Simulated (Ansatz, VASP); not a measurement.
# One calculation of TiAl2, two programs

INCAR

```
ALGO = Fast ; EDIFF = 1E-6
ENCUT = 520 ; ISIF = 2
ISMEAR = 0 ; LASPH = True
LCHARG = False ; LREAL = False
LWAVE = False ; NBANDS = 27
NELM = 100 ; PREC = Accurate
SIGMA = 0.15
```

Contents of KPOINTS:

```
k-points
0
Gamma
  12 12 12
```

File POSCAR:

```
TiAl2
1.0
    1.9296471958     -5.9666764324      0.0000000000
    1.9296471958      5.9666764324      0.0000000000
    0.0000000000      0.0000000000      4.2547147024
Ti Al
2 4
Direct
    0.6560576955      0.3439423045      0.0000000000
    0.3439423045      0.6560576955      0.0000000000
    0.0000000000      0.0000000000      0.0000000000
    0.8269820961      0.1730179039      0.5000000000
    0.1730179039      0.8269820961      0.5000000000
    0.5000000000      0.5000000000      0.5000000000
```

Input for Ansatz:

```yaml
crystal:
  lattice:
    - [1.9296471958, -5.9666764324, 0.0]
    - [1.9296471958, 5.9666764324, 0.0]
    - [0.0, 0.0, 4.2547147024]
  atoms:
    - { symbol: Ti, position: [0.6560576955, 0.3439423045, 0.0] }
    - { symbol: Ti, position: [0.3439423045, 0.6560576955, 0.0] }
    - { symbol: Al, position: [0.0, 0.0, 0.0] }
    - { symbol: Al, position: [0.8269820961, 0.1730179039, 0.5] }
    - { symbol: Al, position: [0.1730179039, 0.8269820961, 0.5] }
    - { symbol: Al, position: [0.5, 0.5, 0.5] }
basis:
  ecutwfc: 520.0
kpoints:
  mp_grid: { grid: [12, 12, 12] }
hamiltonian:
  xc: lda
  pseudopotentials: { kind: paw, azcp: { folder: soft_1 } }
scf:
  occupations: { method: gaussian, width: 0.15 }
output:
  forces: true
  stress: true
  eigenvalues: true
```

Change from the starting cell: volume 16.329 Å^3 an atom, stretch along c over the lengths across it, relative to the relaxed cell 1.0835.

Alike in both runs: task single point; functional LDA; k mesh 12 × 12 × 12; occupations gaussian, width 0.15 eV; no spin polarisation.

|  | VASP | Ansatz |
| --- | --- | --- |
| version | VASP 6.6.1 | Ansatz 0.2.0 |
| potentials or method | VASP PAW LDA potentials, release 64 (Ti_sv, Al), cutoff 520 eV | scalar-relativistic, plane waves, PAW |
| valence electrons in the cell | 36 | 36 |

```csv
,VASP,Ansatz,Ansatz less VASP
gap on the k mesh at the Fermi level (eV),none,none,-
pressure (GPa),-7.3,-7.5,-0.16
"traceless stress, the component that is largest in VASP (GPa)",-6.55,-6.53,+0.016
rms of the force components (eV/Å),0.076,0.076,-0.0006
```

Ansatz warns that its potentials were made for another functional, while VASP's fit it. LDA's correlation is that of Perdew and Zunger in VASP and of Perdew and Wang (1992) in Ansatz. Atom by atom the forces differ by 0.002 eV/Å (rms over components). A gap of «none» marks a metal or a gap that the smearing closes.
